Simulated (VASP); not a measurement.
# Br (Pm-3m) in VASP: notebook

The runs below take Br through single point, with r2SCAN.

Everything below comes from runs of VASP 6.6.1. Logs are shortened: lines on timing, memory, paths and dates and some standing lists are left out, and cuts for length are marked.

### Step 1. The cell of the first run

Symmetry: Pm-3m, No. 221, cubic system. Conventional cell: a = 4.678 Å, b = 4.678 Å, c = 4.678 Å, α = 90.00°, β = 90.00°, γ = 90.00°. Br (site symmetry 4/mmm) has 8 Br at 3.31 Å within 4.4 Å.

### Step 2. Single point, r2SCAN

Contents of POSCAR:

```
Br
1.0
    4.6779643219      0.0000000000      0.0000000000
    0.0000000000      4.6779643219      0.0000000000
    0.0000000000      0.0000000000      4.6779643219
Br
3
Direct
    0.5000000000      0.0000000000      0.0000000000
    0.0000000000      0.5000000000      0.0000000000
    0.0000000000      0.0000000000      0.5000000000
```

Contents of INCAR.step1:

```
SYSTEM = Br
PREC = Accurate ; ENCUT = 520
ISMEAR = 0 ; SIGMA = 0.15
LREAL = .False. ; LASPH = .True.
NELM = 100 ; NBANDS = 18
GGA = PE ; ALGO = Normal
EDIFF = 1E-4 ; LWAVE = .True.
LCHARG = .False.
```

Contents of INCAR.step2:

```
SYSTEM = Br
PREC = Accurate ; ENCUT = 520
EDIFF = 1E-6 ; ISMEAR = 0
SIGMA = 0.15 ; LREAL = .False.
LASPH = .True. ; NELM = 100
ALGO = Normal ; ISIF = 2
LWAVE = .False. ; LCHARG = .True.
METAGGA = R2SCAN ; LMIXTAU = .True.
LELF = .True. ; LVHAR = .True.
NBANDS = 18 ; ISTART = 1
```

Contents of KPOINTS:

```
regular mesh
0
Gamma
  5 5 5
  0 0 0
```

Potentials or basis: VASP PAW PBE potentials, release 64 (Br).

Run with:

```
$ cat potpaw_PBE.64/Br/POTCAR > POTCAR
$ cp INCAR.step1 INCAR
$ mpirun -np 1 vasp_std > vasp.out
$ cp INCAR.step2 INCAR
$ mpirun -np 1 vasp_std > vasp.out
```

OUTCAR:

```text
SYSTEM = Br
   PREC = Accurate
   ENCUT = 520
   EDIFF = 1E-6
   ISMEAR = 0
   LREAL = .False.
   LASPH = .True.
   NELM = 100
   ISIF = 2
   METAGGA = R2SCAN
   ISTART = 1

 ion  position               nearest neighbor table
   1  0.500  0.000  0.000-
   2  0.000  0.500  0.000-
   3  0.000  0.000  0.500-

  LATTYP: Found a simple cubic cell.
 ALAT       =     4.6779643219

  Lattice vectors:

 A1 = (   4.6779643219,   0.0000000000,   0.0000000000)
 A2 = (   0.0000000000,   4.6779643219,   0.0000000000)
 A3 = (   0.0000000000,   0.0000000000,   4.6779643219)

Analysis of symmetry for initial positions (statically):
=====================================================================
 Subroutine PRICEL returns:
 Original cell was already a primitive cell.

 Routine SETGRP: Setting up the symmetry group for a
 simple cubic supercell.

 Subroutine GETGRP returns: Found 48 space group operations
 (whereof 48 operations were pure point group operations)
 out of a pool of 48 trial point group operations.

The static configuration has the point symmetry O_h .

Analysis of symmetry for dynamics (positions and initial velocities):
=====================================================================
 Subroutine PRICEL returns:
 Original cell was already a primitive cell.

 Routine SETGRP: Setting up the symmetry group for a
 simple cubic supercell.

 Subroutine GETGRP returns: Found 48 space group operations
 (whereof 48 operations were pure point group operations)
 out of a pool of 48 trial point group operations.

The dynamic configuration has the point symmetry O_h .

 Subroutine INISYM returns: Found 48 space group operations
 (whereof 48 operations are pure point group operations),
 and found     1 'primitive' translations

----------------------------------------------------------------------------------------

                                     Primitive cell

  volume of cell :     102.3695

  direct lattice vectors                    reciprocal lattice vectors
     4.677964322  0.000000000  0.000000000     0.213768197  0.000000000  0.000000000
     0.000000000  4.677964322  0.000000000     0.000000000  0.213768197  0.000000000
     0.000000000  0.000000000  4.677964322     0.000000000  0.000000000  0.213768197

  length of vectors
     4.677964322  4.677964322  4.677964322     0.213768197  0.213768197  0.213768197

  position of ions in fractional coordinates (direct lattice)
     0.500000000  0.000000000  0.000000000
     0.000000000  0.500000000  0.000000000
     0.000000000  0.000000000  0.500000000

  ion indices of the primitive-cell ions
   primitive index   ion index
                 1           1
                 2           2
                 3           3

----------------------------------------------------------------------------------------

 KPOINTS: regular mesh

Automatic generation of k-mesh.
 Grid dimensions read from file:
 generate k-points for:    5    5    5

 Generating k-lattice:

  Cartesian coordinates                     Fractional coordinates (reciprocal lattice)
     0.042753639  0.000000000  0.000000000     0.200000000  0.000000000  0.000000000
     0.000000000  0.042753639  0.000000000     0.000000000  0.200000000  0.000000000
     0.000000000  0.000000000  0.042753639     0.000000000  0.000000000  0.200000000

  Length of vectors
     0.042753639  0.042753639  0.042753639

  Shift w.r.t. Gamma in fractional coordinates (k-lattice)
     0.000000000  0.000000000  0.000000000

 Subroutine IBZKPT returns following result:
 ===========================================

 Found     10 irreducible k-points:

 Following reciprocal coordinates:
            Coordinates               Weight
  0.000000  0.000000  0.000000      1.000000
  0.200000  0.000000  0.000000      6.000000
  0.400000  0.000000  0.000000      6.000000
  0.200000  0.200000  0.000000     12.000000
  0.400000  0.200000  0.000000     24.000000
  0.400000  0.400000  0.000000     12.000000
  0.200000  0.200000  0.200000      8.000000
  0.400000  0.200000  0.200000     24.000000
  0.400000  0.400000  0.200000     24.000000
  0.400000  0.400000  0.400000      8.000000
   k-points           NKPTS =     10   k-points in BZ     NKDIM =     10   number of bands    NBANDS=     18
   number of dos      NEDOS =    301   number of ions     NIONS =      3
   total plane-waves  NPLWV =  46656
   dimension x,y,z NGX =    36 NGY =   36 NGZ =   36
   dimension x,y,z NGXF=    72 NGYF=   72 NGZF=   72
   ions per type =               3
   NGX,Y,Z   is equivalent  to a cutoff of  12.79, 12.79, 12.79 a.u.
   NGXF,Y,Z  is equivalent  to a cutoff of  25.59, 25.59, 25.59 a.u.
 SYSTEM =  Br
   PREC   = accura    normal or accurate (medium, high low for compatibility)
   ISTART =      1    job   : 0-new  1-cont  2-samecut
   ICHARG =      0    charge: 1-file 2-atom 10-const
   ISPIN  =      1    spin polarized calculation?
   LNONCOLLINEAR =      F non collinear calculations
   LSORBIT =      F    spin-orbit coupling
   LASPH  =      T    aspherical Exc in radial PAW
   ENCUT  =  520.0 eV  38.22 Ry    6.18 a.u.   8.70  8.70  8.70*2*pi/ulx,y,z
   NELM   =    100;   NELMIN=  2; NELMDL=  0     # of ELM steps
   EDIFF  = 0.1E-05   stopping-criterion for ELM
   LREAL  =      F    real-space projection
   EDIFFG = 0.1E-04   stopping-criterion for IOM
   NSW    =      0    number of steps for IOM
   IBRION =     -1    ionic relax: 0-MD 1-quasi-New 2-CG
   NFREE  =      0    steps in history (QN), initial steepest desc. (CG)
   ISIF   =      2    stress and relaxation
   ISYM   =      2    0-nonsym 1-usesym 2-fastsym
   POTIM  = 0.5000    time-step for ionic-motion
   TEBEG  =    0.0;   TEEND  =   0.0 temperature during run
   PSTRESS=    0.0 pullay stress
   NELECT =      21.0000    total number of electrons
   NUPDOWN=      -1.0000    fix difference up-down
   EMIN   =  10.00;   EMAX   =-10.00  energy-range for DOS
   EFERMI =   0.00;   METHOD = LEGACY
   ISMEAR =     0;   SIGMA  =   0.15  broadening in eV -4-tet -1-fermi 0-gaus
   EFERMI_NEDOS =   21; number of points for ismear=-14 and -15
   IALGO  =     38    algorithm
   IMIX   =      4    mixing-type and parameters
     AMIX     =   0.40;   BMIX     =  1.00
     AMIX_MAG =   1.60;   BMIX_MAG =  1.00
  volume/ion in A,a.u.               =      34.12       230.27
  Fermi-wavevector in a.u.,A,eV,Ry     =   0.965512  1.824553 12.683534  0.932213
  Thomas-Fermi vector in A             =   2.095235
   LORBIT       =      0    0 simple, 1 ext, 2 COOP (PROOUT), +10 PAW based schemes
   METAGGA = R2SCAN    functional components
   LHFCALC =     F    Hartree Fock is set to
   AEXX    =    0.0000 exact exchange contribution
   IVDW    =     0    specifies the selected vdW correction
   LEPSILON=     F    determine dielectric tensor
   LRPA    =     F    only Hartree local field effects (RPA)
 non-spin polarized calculation
 Gauss-broadening in eV      SIGMA  =   0.15
  energy-cutoff  :      520.00
  volume of cell :      102.37
 maximum number of plane-waves:      2781
 NGX is ok and might be reduce to    36
   NGX = 17   NGY = 17   NGZ = 17

 number of electron      21.0000004 magnetization

 Free energy of the ion-electron system (eV)
  ---------------------------------------------------
  ext. energy  EPLUGINS =         0.00000000
  ---------------------------------------------------
  free energy    TOTEN  =       -37.70403236 eV

  energy without entropy =      -37.62180125  energy(sigma->0) =      -37.66291681

 E-fermi :  -0.6854     XC(G=0):  -8.3242

 val. band max:       -0.7252223981   @ k =   0.4000   0.0000   0.0000
 cond. band min:      -0.6283447826   @ k =   0.4000   0.2000   0.0000
 fundamental gap:      0.0968776155
 Fermi energy:        -0.6853546418

 k-point     1 :       0.0000    0.0000    0.0000
  band No.  band energies     occupation
      1     -16.1013      2.00000
      2     -14.5005      2.00000
      3     -14.5005      2.00000
      4      -4.1037      2.00000
      5      -4.1037      2.00000
      6      -4.1037      2.00000
[... 10 lines left out ...]
     17       9.0495      0.00000
     18       9.0495      0.00000

 k-point     2 :       0.2000    0.0000    0.0000
  band No.  band energies     occupation
      1     -15.9859      2.00000
      2     -14.6587      2.00000
      3     -14.4932      2.00000
      4      -3.9460      2.00000
      5      -3.9460      2.00000
      6      -3.8567      2.00000
[... 10 lines left out ...]
     17       9.2424      0.00000
     18       9.6345      0.00000

 k-point     3 :       0.4000    0.0000    0.0000
  band No.  band energies     occupation
      1     -15.7065      2.00000
      2     -15.0062      2.00000
      3     -14.4814      2.00000
      4      -3.5886      2.00000
      5      -3.5886      2.00000
      6      -3.1638      2.00000
[... 10 lines left out ...]
     17      10.4695      0.00000
     18      10.4695      0.00000

 k-point     4 :       0.2000    0.2000    0.0000
  band No.  band energies     occupation
      1     -15.8753      2.00000
      2     -14.7089      2.00000
      3     -14.5765      2.00000
      4      -4.1227      2.00000
      5      -3.7833      2.00000
      6      -3.3511      2.00000
[... 10 lines left out ...]
     17       9.4868      0.00000
     18       9.8400      0.00000

 k-point     5 :       0.4000    0.2000    0.0000
  band No.  band energies     occupation
      1     -15.6046      2.00000
      2     -14.9967      2.00000
      3     -14.5960      2.00000
      4      -3.9122      2.00000
      5      -3.4053      2.00000
      6      -3.2241      2.00000
[... 10 lines left out ...]
     17      10.0718      0.00000
     18      10.5680      0.00000

 k-point     6 :       0.4000    0.4000    0.0000
  band No.  band energies     occupation
      1     -15.3446      2.00000
      2     -15.0125      2.00000
      3     -14.8459      2.00000
      4      -4.0753      2.00000
      5      -3.8374      2.00000
      6      -2.9300      2.00000
[... 10 lines left out ...]
     17      10.2647      0.00000
     18      11.3843      0.00000

 k-point     7 :       0.2000    0.2000    0.2000
  band No.  band energies     occupation
      1     -15.7712      2.00000
      2     -14.6994      2.00000
      3     -14.6994      2.00000
      4      -4.3925      2.00000
      5      -3.3030      2.00000
      6      -3.3030      2.00000
[... 10 lines left out ...]
     17       9.3156      0.00000
     18      10.7520      0.00000

 k-point     8 :       0.4000    0.2000    0.2000
  band No.  band energies     occupation
      1     -15.5145      2.00000
      2     -14.9868      2.00000
      3     -14.6839      2.00000
      4      -4.3691      2.00000
      5      -3.3685      2.00000
      6      -3.2558      2.00000
[... 10 lines left out ...]
     17      10.6483      0.00000
     18      11.3702      0.00000

 k-point     9 :       0.4000    0.4000    0.2000
  band No.  band energies     occupation
      1     -15.2866      2.00000
      2     -15.0001      2.00000
      3     -14.8792      2.00000
      4      -4.6504      2.00000
      5      -3.9076      2.00000
      6      -3.2755      2.00000
[... 10 lines left out ...]
     17      10.8633      0.00000
     18      11.0791      0.00000

 k-point    10 :       0.4000    0.4000    0.4000
  band No.  band energies     occupation
      1     -15.1458      2.00000
      2     -14.9799      2.00000
      3     -14.9799      2.00000
      4      -5.2035      2.00000
      5      -3.8855      2.00000
      6      -3.8503      2.00000
[... 10 lines left out ...]
     17      11.0763      0.00000
     18      11.7260      0.00000

------------------------ aborting loop because EDIFF is reached ----------------------------------------

  FORCE on cell =-STRESS in cart. coord.  units (eV):
  Direction    XX          YY          ZZ          XY          YZ          ZX
  --------------------------------------------------------------------------------------
  -------------------------------------------------------------------------------------
  Total       -1.2728034     -1.2728034     -1.2728034     -0.0000000     -0.0000000      0.0000000
  in kB      -19.9205444    -19.9205444    -19.9205444     -0.0000000     -0.0000000      0.0000000
  external PRESSURE =     -19.9205444 kB  Pullay stress =       0.0000000 kB

 VOLUME and BASIS-vectors are now :
 -----------------------------------------------------------------------------
  energy-cutoff  :      520.00
  volume of cell :      102.37
      direct lattice vectors                 reciprocal lattice vectors
     4.677964322  0.000000000  0.000000000     0.213768197  0.000000000  0.000000000
     0.000000000  4.677964322  0.000000000     0.000000000  0.213768197  0.000000000
     0.000000000  0.000000000  4.677964322     0.000000000  0.000000000  0.213768197

 POSITION                                       TOTAL-FORCE (eV/Angst)
 -----------------------------------------------------------------------------------
      2.33898      0.00000      0.00000         0.000000      0.000000      0.000000
      0.00000      2.33898      0.00000         0.000000      0.000000      0.000000
      0.00000      0.00000      2.33898         0.000000      0.000000      0.000000
 -----------------------------------------------------------------------------------
    total drift:                                0.000000      0.000000     -0.000000

  FREE ENERGIE OF THE ION-ELECTRON SYSTEM (eV)
  ---------------------------------------------------
  free  energy   TOTEN  =       -37.7040323639 eV

  energy  without entropy=      -37.6218012528  energy(sigma->0) =      -37.66291681
```

Wall time 48 s (1 thread of Intel Xeon Platinum 8488C (Sapphire Rapids), shared host); peak memory 0.21 GiB.

Results:

```yaml
Free_energy: -37.7040 eV
Pressure: -2.0 GPa
```

Levels at points of the mesh, in eV from the Fermi level:
| k point | band 6 | band 7 | band 8 | band 9 | band 10 | band 11 | band 12 | band 13 | band 14 | band 15 |
| --- | --- | --- | --- | --- | --- | --- | --- | --- | --- | --- |
| (0.00, 0.00, 0.00) | -3.42 | -0.89 | -0.89 | -0.89 | 0.31 | 0.31 | 0.31 | 5.76 | 7.97 | 9.06 |

Caveat: the PAW data sets were made with another functional, which shifts forces and pressure a little; an odd number of electrons without spin polarisation forces a metal; a magnetic or distorted state may lie lower.

(Part 1 of 2 ends here.)
